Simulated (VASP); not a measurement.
Write the native input for VASP 6.6.1 that does the following.

```
Task                   : single point
Functional             : PBE
Potentials or basis    : VASP PAW PBE potentials, release 64 (Si, C)
Cutoff                 : 520 eV
k mesh                 : 2 × 2 × 2
Occupations            : gaussian, width 0.01 eV
Spin                   : no spin polarisation
Dipole correction      : no
Further INCAR settings : ALGO = Normal; EDIFF = 1e-06; NBANDS = 33
```

The structure of Si6C5 (a cell with a defect) lies in POSCAR:

```
Si6C5
1.0
    0.0000000000      0.0000000000      5.0742922929
    4.6379047742     -2.6776955698      0.0000000000
    0.0000000000      5.3553911397      0.0000000000
Si C
6 5
Direct
    0.5028107295      0.0000000000      0.3333333333
    0.4968839631      0.6666666667      0.6666666667
    0.4968839631      0.3333333333      1.0000000000
    1.0037158639      0.3274989057      0.3333333333
    1.0037158639      0.0000000000      0.6608322390
    1.0037158639      0.6725010943      1.0058344276
    0.8719006014      0.6666666667      0.6666666667
    0.8719006014      0.3333333333      1.0000000000
    0.3743514189      0.3361290228      0.3333333333
    0.3743514189      0.0000000000      0.6694623561
    0.3743514189      0.6638709772      0.9972043105
```

This cell differs from its parent crystal: atoms taken out, then relaxed in part.

One way to write it, as run:

INCAR

```
PREC = Accurate
ENCUT = 520
EDIFF = 1E-6
ISMEAR = 0
SIGMA = 0.01
LREAL = F
LASPH = T
NELM = 60
ALGO = Normal
ISIF = 2
LWAVE = F
LCHARG = F
GGA = PE
NBANDS = 33
```

KPOINTS

```
Automatic mesh
0
Gamma
  2 2 2
```

Potentials or basis: VASP PAW PBE potentials, release 64 (Si, C).

Command:

```bash
$ cat potpaw_PBE.64/Si/POTCAR potpaw_PBE.64/C/POTCAR > POTCAR
$ mpirun -np 1 vasp_std > vasp.out
```

It gave:

The pressure is -1.7 GPa. The largest force is 0.013 eV/Å and the band gap on the k mesh is zero (bands 22 and 23 overlap by 0.73 eV).

Caveat: the k points lie up to 0.68 Å⁻¹ apart, too coarse for converged energies and pressures of a metal; the cell differs from its parent crystal (atoms taken out, then relaxed in part).

Run time: 12 s on 1 thread of Intel(R) Xeon(R) 6975P-C (Granite Rapids), with other jobs on the host, peak memory 0.22 GiB.
